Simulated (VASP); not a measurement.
# CoSi (P2_12_12_1) in VASP: a series of runs

CoSi is run at these levels: PBE; tasks: single point.

Everything below comes from runs of VASP 6.6.1. Logs are shortened: lines on timing, memory, paths and dates and some standing lists are left out, and cuts for length are marked.

## Step 1: The cell of the first run

Symmetry: P2_12_12_1, No. 19, orthorhombic system. Conventional cell: a = 4.298 Å, b = 4.431 Å, c = 4.431 Å, α = 90.00°, β = 90.00°, γ = 90.00°. Co (site symmetry 1) has 7 Si at 2.28 to 2.43 Å and 6 Co at 2.67 to 2.72 Å within 3.0 Å. Within 3.0 Å of Si (site symmetry 1) lie 7 Co at 2.28 to 2.43 Å and 6 Si at 2.69 to 2.74 Å.

## Step 2: Single point, PBE (strain +0.000 along x and y, -0.030 along z)

The input, INCAR:

```
SYSTEM = CoSi
PREC     = Accurate       ! precision mode
ENCUT    = 520            ! plane-wave cutoff, eV
EDIFF    = 1E-6           ! SCF threshold, eV
ISMEAR   = 0              ! smearing method
SIGMA    = 0.15           ! smearing width, eV
LREAL    = .FALSE.        ! projectors in reciprocal space
LASPH    = .TRUE.         ! aspherical terms in the spheres
NELM     = 80             ! most SCF steps
ALGO     = Fast           ! electronic algorithm
ISIF     = 2              ! what is computed and relaxed
LWAVE    = .FALSE.        ! write WAVECAR
LCHARG   = .FALSE.        ! write CHGCAR
GGA      = PE             ! functional
NBANDS   = 36             ! bands
```

The input, KPOINTS:

```
Automatic mesh
0
G
  10 10 10
  0 0 0
```

The input, POSCAR:

```
CoSi
1.0
    4.4308490675      0.0000000000      0.0000000000
    0.0000000000      4.4308490675      0.0000000000
    0.0000000000      0.0000000000      4.2979235955
Co Si
4 4
Direct
    0.1450189122      0.1450189122      0.1450189122
    0.3549810878      0.8549810878      0.6450189122
    0.6450189122      0.3549810878      0.8549810878
    0.8549810878      0.6450189122      0.3549810878
    0.8431597104      0.8431597104      0.8431597104
    0.6568402896      0.1568402896      0.3431597104
    0.3431597104      0.6568402896      0.1568402896
    0.1568402896      0.3431597104      0.6568402896
```

Potentials or basis: VASP PAW PBE potentials, release 64 (Co, Si).

The run is started by

```console
> cat potpaw_PBE.64/Co/POTCAR potpaw_PBE.64/Si/POTCAR > POTCAR
> mpirun -np 1 vasp_std > vasp.out
```

OUTCAR:

```text
SYSTEM = CoSi
   PREC = Accurate
   ENCUT = 520
   EDIFF = 1E-6
   ISMEAR = 0
   LREAL = .FALSE.
   LASPH = .TRUE.
   NELM = 80
   ISIF = 2
   GGA = PE

 ion  position               nearest neighbor table
   1  0.145  0.145  0.145-   8 2.28   5 2.29   6 2.33   7 2.33   8 2.37   6 2.42   7 2.43   2 2.67
                             2 2.67   3 2.71   3 2.71   4 2.72   4 2.72
   2  0.355  0.855  0.645-   7 2.28   6 2.29   5 2.33   8 2.33   7 2.37   5 2.42   8 2.43   1 2.67
                             1 2.67   4 2.71   4 2.71   3 2.72   3 2.72
   3  0.645  0.355  0.855-   6 2.28   7 2.29   8 2.33   5 2.33   6 2.37   8 2.42   5 2.43   4 2.67
                             4 2.67   1 2.71   1 2.71   2 2.72   2 2.72
   4  0.855  0.645  0.355-   5 2.28   8 2.29   7 2.33   6 2.33   5 2.37   7 2.42   6 2.43   3 2.67
                             3 2.67   2 2.71   2 2.71   1 2.72   1 2.72
   5  0.843  0.843  0.843-   4 2.28   1 2.29   2 2.33   3 2.33   4 2.37   2 2.42   3 2.43   6 2.69
                             6 2.69   7 2.72   7 2.72   8 2.74   8 2.74
   6  0.657  0.157  0.343-   3 2.28   2 2.29   1 2.33   4 2.33   3 2.37   1 2.42   4 2.43   5 2.69
                             5 2.69   8 2.72   8 2.72   7 2.74   7 2.74
   7  0.343  0.657  0.157-   2 2.28   3 2.29   4 2.33   1 2.33   2 2.37   4 2.42   1 2.43   8 2.69
                             8 2.69   5 2.72   5 2.72   6 2.74   6 2.74
   8  0.157  0.343  0.657-   1 2.28   4 2.29   3 2.33   2 2.33   1 2.37   3 2.42   2 2.43   7 2.69
                             7 2.69   6 2.72   6 2.72   5 2.74   5 2.74

  LATTYP: Found a simple tetragonal cell.
 ALAT       =     4.4308490675
 C/A-ratio  =     0.9700000000

  Lattice vectors:

 A1 = (   4.4308490675,   0.0000000000,   0.0000000000)
 A2 = (   0.0000000000,   4.4308490675,   0.0000000000)
 A3 = (   0.0000000000,   0.0000000000,   4.2979235955)

Analysis of symmetry for initial positions (statically):
=====================================================================
 Subroutine PRICEL returns:
 Original cell was already a primitive cell.

 Routine SETGRP: Setting up the symmetry group for a
 simple tetragonal supercell.

 Subroutine GETGRP returns: Found  4 space group operations
 (whereof  1 operations were pure point group operations)
 out of a pool of 16 trial point group operations.

The static configuration has the point symmetry C_1 .
 The point group associated with its full space group is D_2 .

Analysis of symmetry for dynamics (positions and initial velocities):
=====================================================================
 Subroutine PRICEL returns:
 Original cell was already a primitive cell.

 Routine SETGRP: Setting up the symmetry group for a
 simple tetragonal supercell.

 Subroutine GETGRP returns: Found  4 space group operations
 (whereof  1 operations were pure point group operations)
 out of a pool of 16 trial point group operations.

The dynamic configuration has the point symmetry C_1 .
 The point group associated with its full space group is D_2 .

 Subroutine INISYM returns: Found  4 space group operations
 (whereof  1 operations are pure point group operations),
 and found     1 'primitive' translations

----------------------------------------------------------------------------------------

                                     Primitive cell

  volume of cell :      84.3787

  direct lattice vectors                    reciprocal lattice vectors
     4.430849067  0.000000000  0.000000000     0.225690378  0.000000000  0.000000000
     0.000000000  4.430849067  0.000000000     0.000000000  0.225690378  0.000000000
     0.000000000  0.000000000  4.297923596     0.000000000  0.000000000  0.232670493

  length of vectors
     4.430849067  4.430849067  4.297923596     0.225690378  0.225690378  0.232670493

  position of ions in fractional coordinates (direct lattice)
     0.145018912  0.145018912  0.145018912
     0.354981088  0.854981088  0.645018912
     0.645018912  0.354981088  0.854981088
     0.854981088  0.645018912  0.354981088
     0.843159710  0.843159710  0.843159710
     0.656840290  0.156840290  0.343159710
     0.343159710  0.656840290  0.156840290
     0.156840290  0.343159710  0.656840290

  ion indices of the primitive-cell ions
   primitive index   ion index
                 1           1
                 2           2
                 3           3
                 4           4
                 5           5
                 6           6
                 7           7
                 8           8

----------------------------------------------------------------------------------------

 KPOINTS: Automatic mesh

Automatic generation of k-mesh.
 Grid dimensions read from file:
 generate k-points for:   10   10   10

 Generating k-lattice:

  Cartesian coordinates                     Fractional coordinates (reciprocal lattice)
     0.022569038  0.000000000  0.000000000     0.100000000  0.000000000  0.000000000
     0.000000000  0.022569038  0.000000000     0.000000000  0.100000000  0.000000000
     0.000000000  0.000000000  0.023267049     0.000000000  0.000000000  0.100000000

  Length of vectors
     0.022569038  0.022569038  0.023267049

  Shift w.r.t. Gamma in fractional coordinates (k-lattice)
     0.000000000  0.000000000  0.000000000

 Subroutine IBZKPT returns following result:
 ===========================================

 Found    216 irreducible k-points:

 Following reciprocal coordinates:
            Coordinates               Weight
  0.000000  0.000000  0.000000      1.000000
  0.100000  0.000000  0.000000      2.000000
  0.000000  0.100000  0.000000      2.000000
  0.200000  0.000000  0.000000      2.000000
  0.000000  0.200000  0.000000      2.000000
  0.300000  0.000000  0.000000      2.000000
[... 16 lines left out ...]
 -0.200000  0.300000  0.000000      4.000000
  0.400000  0.200000  0.000000      4.000000
 [... further k-points ...]
   k-points           NKPTS =    216   k-points in BZ     NKDIM =    216   number of bands    NBANDS=     36
   number of dos      NEDOS =    301   number of ions     NIONS =      8
   total plane-waves  NPLWV =  41472
   dimension x,y,z NGX =    36 NGY =   36 NGZ =   32
   dimension x,y,z NGXF=    72 NGYF=   72 NGZF=   64
   ions per type =               4   4
   NGX,Y,Z   is equivalent  to a cutoff of  13.51, 13.51, 12.38 a.u.
   NGXF,Y,Z  is equivalent  to a cutoff of  27.01, 27.01, 24.76 a.u.
 SYSTEM =  CoSi
   PREC   = accura    normal or accurate (medium, high low for compatibility)
   ISTART =      0    job   : 0-new  1-cont  2-samecut
   ICHARG =      2    charge: 1-file 2-atom 10-const
   ISPIN  =      1    spin polarized calculation?
   LNONCOLLINEAR =      F non collinear calculations
   LSORBIT =      F    spin-orbit coupling
   LASPH  =      T    aspherical Exc in radial PAW
   ENCUT  =  520.0 eV  38.22 Ry    6.18 a.u.   8.24  8.24  7.99*2*pi/ulx,y,z
   NELM   =     80;   NELMIN=  2; NELMDL= -5     # of ELM steps
   EDIFF  = 0.1E-05   stopping-criterion for ELM
   LREAL  =      F    real-space projection
   EDIFFG = 0.1E-04   stopping-criterion for IOM
   NSW    =      0    number of steps for IOM
   IBRION =     -1    ionic relax: 0-MD 1-quasi-New 2-CG
   NFREE  =      0    steps in history (QN), initial steepest desc. (CG)
   ISIF   =      2    stress and relaxation
   ISYM   =      2    0-nonsym 1-usesym 2-fastsym
   POTIM  = 0.5000    time-step for ionic-motion
   TEBEG  =    0.0;   TEEND  =   0.0 temperature during run
   PSTRESS=    0.0 pullay stress
   NELECT =      52.0000    total number of electrons
   NUPDOWN=      -1.0000    fix difference up-down
   EMIN   =  10.00;   EMAX   =-10.00  energy-range for DOS
   EFERMI =   0.00;   METHOD = LEGACY
   ISMEAR =     0;   SIGMA  =   0.15  broadening in eV -4-tet -1-fermi 0-gaus
   EFERMI_NEDOS =   21; number of points for ismear=-14 and -15
   IALGO  =     68    algorithm
   IMIX   =      4    mixing-type and parameters
     AMIX     =   0.40;   BMIX     =  1.00
     AMIX_MAG =   1.60;   BMIX_MAG =  1.00
  volume/ion in A,a.u.               =      10.55        71.18
  Fermi-wavevector in a.u.,A,eV,Ry     =   1.393152  2.632675 26.407162  1.940872
  Thomas-Fermi vector in A             =   2.516825
   LORBIT       =      0    0 simple, 1 ext, 2 COOP (PROOUT), +10 PAW based schemes
   GGA     = PE    functional components
   LHFCALC =     F    Hartree Fock is set to
   AEXX    =    0.0000 exact exchange contribution
   IVDW    =     0    specifies the selected vdW correction
   LEPSILON=     F    determine dielectric tensor
   LRPA    =     F    only Hartree local field effects (RPA)
 non-spin polarized calculation
 RMM-DIIS sequential band-by-band and
 Gauss-broadening in eV      SIGMA  =   0.15
  energy-cutoff  :      520.00
  volume of cell :       84.38
 maximum number of plane-waves:      2292
 NGX is ok and might be reduce to    36
   NGX = 17   NGY = 17   NGZ = 15

 number of electron      52.0000006 magnetization

 Free energy of the ion-electron system (eV)
  ---------------------------------------------------
  ext. energy  EPLUGINS =         0.00000000
  ---------------------------------------------------
  free energy    TOTEN  =       -54.65686848 eV

  energy without entropy =      -54.64015340  energy(sigma->0) =      -54.64851094

 E-fermi :  12.6222     XC(G=0): -13.0211

 val. band max:       12.5880520069   @ k =   0.0000   0.0000   0.0000
 cond. band min:      12.6237854975   @ k =   0.4000   0.4000   0.5000
 fundamental gap:      0.0357334906
 Fermi energy:        12.6222344652

 k-point     1 :       0.0000    0.0000    0.0000
  band No.  band energies     occupation
      1      -1.3466      2.00000
      2       4.1130      2.00000
      3       4.2737      2.00000
      4       4.3681      2.00000
      5       6.8957      2.00000
      6       6.9507      2.00000
[... 28 lines left out ...]
     35      16.3411      0.00000
     36      17.5720      0.00000
[... 866 lines left out ...]
      6       6.9091      2.00000
[... 28 lines left out ...]
     35      16.8989      0.00000
     36      18.7932      0.00000

 [... further k-points ...]

------------------------ aborting loop because EDIFF is reached ----------------------------------------

  FORCE on cell =-STRESS in cart. coord.  units (eV):
  Direction    XX          YY          ZZ          XY          YZ          ZX
  --------------------------------------------------------------------------------------
  -------------------------------------------------------------------------------------
  Total        2.3635659      2.4332107      6.7015856      0.0000000      0.0000000      0.0000000
  in kB       44.8792607     46.2016732    127.2493436      0.0000000      0.0000000      0.0000000
  external PRESSURE =      72.7767592 kB  Pullay stress =       0.0000000 kB

 VOLUME and BASIS-vectors are now :
 -----------------------------------------------------------------------------
  energy-cutoff  :      520.00
  volume of cell :       84.38
      direct lattice vectors                 reciprocal lattice vectors
     4.430849067  0.000000000  0.000000000     0.225690378  0.000000000  0.000000000
     0.000000000  4.430849067  0.000000000     0.000000000  0.225690378  0.000000000
     0.000000000  0.000000000  4.297923596     0.000000000  0.000000000  0.232670493

 POSITION                                       TOTAL-FORCE (eV/Angst)
 -----------------------------------------------------------------------------------
      0.64256      0.64256      0.62328         0.002447      0.018465      0.089798
      1.57287      3.78829      2.77224        -0.002447     -0.018465      0.089798
      2.85798      1.57287      3.67464         0.002447     -0.018465     -0.089798
      3.78829      2.85798      1.52568        -0.002447      0.018465     -0.089798
      3.73591      3.73591      3.62384        -0.010429      0.035166      0.071387
      2.91036      0.69494      1.47487         0.010429     -0.035166      0.071387
      1.52049      2.91036      0.67409        -0.010429     -0.035166     -0.071387
      0.69494      1.52049      2.82305         0.010429      0.035166     -0.071387
 -----------------------------------------------------------------------------------
    total drift:                               -0.000000      0.000000      0.000000

  FREE ENERGIE OF THE ION-ELECTRON SYSTEM (eV)
  ---------------------------------------------------
  free  energy   TOTEN  =       -54.6568684781 eV

  energy  without entropy=      -54.6401534037  energy(sigma->0) =      -54.64851094
```

Wall time 23 min (1 thread of Oxide Virtual Turin-like, shared host); peak memory 0.53 GiB.

Results:

- Free energy: -54.6569 eV
- Pressure: 7.3 GPa
- Largest force: 0.092 eV/Å
- Band gap on the k mesh: zero (bands 26 and 27 overlap by 0.23 eV)

Forces in eV/Å, atoms in the order of the input:
```
Co   0.002  0.018  0.090
Co  -0.002 -0.018  0.090
Co   0.002 -0.018 -0.090
Co  -0.002  0.018 -0.090
Si  -0.010  0.035  0.071
Si   0.010 -0.035  0.071
Si  -0.010 -0.035 -0.071
Si   0.010  0.035 -0.071
```

Stress tensor (GPa, compression positive):
```
 4.49  0.00  0.00
 0.00  4.62  0.00
 0.00  0.00 12.72
```

Levels at points of the mesh, in eV from the Fermi level:
```tsv
k point	band 22	band 23	band 24	band 25	band 26	band 27	band 28	band 29	band 30	band 31
(0.00, 0.00, 0.00)	-0.88	-0.88	-0.83	-0.07	-0.04	-0.03	2.57	2.59	2.61	2.86
(0.50, 0.00, 0.00)	-1.10	-0.69	-0.69	-0.54	-0.54	0.94	0.94	1.66	1.66	4.41
(0.00, 0.50, 0.00)	-1.14	-0.69	-0.69	-0.53	-0.53	1.08	1.08	1.51	1.51	4.37
(0.50, 0.50, 0.00)	-1.62	-1.02	-1.02	-0.06	-0.06	0.66	0.66	2.17	2.17	2.81
(0.00, 0.00, 0.50)	-1.15	-0.77	-0.77	-0.55	-0.55	0.98	0.98	1.49	1.49	4.22
(0.50, 0.00, 0.50)	-1.62	-1.11	-1.11	-0.08	-0.08	0.54	0.54	2.05	2.05	2.48
(0.00, 0.50, 0.50)	-1.52	-1.12	-1.12	-0.09	-0.09	0.55	0.55	2.03	2.03	2.44
(0.50, 0.50, 0.50)	-1.31	-1.31	-1.31	-0.27	-0.27	-0.27	-0.27	5.48	5.48	5.48
```

Caveat: the cell differs from its parent crystal (strain +0.000 along x and y, -0.030 along z); the stress differs along the axes, from 4 to 13 GPa. Spin polarisation is off, so any magnetic state and its effect on volume and gap are missing.

## Step 3: Single point, PBE (strain -0.015 along x and y, +0.000 along z)

The input, INCAR:

```
PREC = Accurate ; ENCUT = 520
EDIFF = 1E-7 ; ISMEAR = 0
SIGMA = 0.15 ; LREAL = F
LASPH = T ; NELM = 100
ALGO = Fast ; ISIF = 2
LWAVE = F ; LCHARG = T
GGA = PE ; LELF = T
LVHAR = T ; NBANDS = 36
```

The input, KPOINTS:

```
regular mesh
0
Gamma
  10 10 10
```

POSCAR: that of step 2 with these lines changed.

```diff
@@ -2,5 +2,5 @@
 1.0
-    4.4308490675      0.0000000000      0.0000000000
-    0.0000000000      4.4308490675      0.0000000000
-    0.0000000000      0.0000000000      4.2979235955
+    4.3643863315      0.0000000000      0.0000000000
+    0.0000000000      4.3643863315      0.0000000000
+    0.0000000000      0.0000000000      4.4308490675
 Co Si
```

Potentials or basis: VASP PAW PBE potentials, release 64 (Co, Si).

The run is started by

```console
> cat potpaw_PBE.64/Co/POTCAR potpaw_PBE.64/Si/POTCAR > POTCAR
> mpirun -np 1 vasp_std > vasp.out
```

OUTCAR:

```text
PREC = Accurate
   ENCUT = 520
   EDIFF = 1E-7
   ISMEAR = 0
   LREAL = F
   LASPH = T
   NELM = 100
   ISIF = 2
   GGA = PE

 ion  position               nearest neighbor table
   1  0.145  0.145  0.145-   5 2.29   7 2.30   6 2.30   8 2.33   7 2.40   6 2.40   8 2.43   4 2.69
                             4 2.69   3 2.69   3 2.69   2 2.71   2 2.71
   2  0.355  0.855  0.645-   6 2.29   8 2.30   5 2.30   7 2.33   8 2.40   5 2.40   7 2.43   3 2.69
                             3 2.69   4 2.69   4 2.69   1 2.71   1 2.71
   3  0.645  0.355  0.855-   7 2.29   5 2.30   8 2.30   6 2.33   5 2.40   8 2.40   6 2.43   2 2.69
                             2 2.69   1 2.69   1 2.69   4 2.71   4 2.71
[... 1163 lines left out ...]
  external PRESSURE =      72.7316377 kB  Pullay stress =       0.0000000 kB

 VOLUME and BASIS-vectors are now :
 -----------------------------------------------------------------------------
  energy-cutoff  :      520.00
  volume of cell :       84.40
      direct lattice vectors                 reciprocal lattice vectors
     4.364386332  0.000000000  0.000000000     0.229127287  0.000000000  0.000000000
     0.000000000  4.364386332  0.000000000     0.000000000  0.229127287  0.000000000
     0.000000000  0.000000000  4.430849067     0.000000000  0.000000000  0.225690378

 POSITION                                       TOTAL-FORCE (eV/Angst)
 -----------------------------------------------------------------------------------
      0.63292      0.63292      0.64256         0.054476      0.046989      0.016157
      1.54927      3.73147      2.85798        -0.054476     -0.046989      0.016157
      2.81511      1.54927      3.78829         0.054476     -0.046989     -0.016157
      3.73147      2.81511      1.57287        -0.054476      0.046989     -0.016157
      3.67987      3.67987      3.73591         0.046477      0.028225      0.003454
      2.86670      0.68451      1.52049        -0.046477     -0.028225      0.003454
      1.49768      2.86670      0.69494         0.046477     -0.028225     -0.003454
      0.68451      1.49768      2.91036        -0.046477      0.028225     -0.003454
 -----------------------------------------------------------------------------------
    total drift:                                0.000000      0.000000     -0.000000

  FREE ENERGIE OF THE ION-ELECTRON SYSTEM (eV)
  ---------------------------------------------------
  free  energy   TOTEN  =       -54.6905426055 eV

  energy  without entropy=      -54.6738993587  energy(sigma->0) =      -54.68222098
```

Wall time 31 min (1 thread of Oxide Virtual Turin-like, shared host); peak memory 0.53 GiB.

What came out:

| Property | Result |
| --- | --- |
| Free energy | -54.6905 eV |
| Pressure | 7.3 GPa |
| Largest force | 0.074 eV/Å |
| Band gap on the k mesh | zero (bands 26 and 27 overlap by 0.22 eV) |

Forces on the atoms (eV/Å):
```
Co   0.054  0.047  0.016
Co  -0.054 -0.047  0.016
Co   0.054 -0.047 -0.016
Co  -0.054  0.047 -0.016
Si   0.046  0.028  0.003
Si  -0.046 -0.028  0.003
Si   0.046 -0.028 -0.003
Si  -0.046  0.028 -0.003
```

Caveat: the cell differs from its parent crystal (strain -0.015 along x and y, +0.000 along z); the cell stands under pressure. Spin polarisation is off, so any magnetic state and its effect on volume and gap are missing.

(Part 1 of 2 ends here.)

The gap in the log of VASP goes by the Fermi energy; the results here count the filled bands.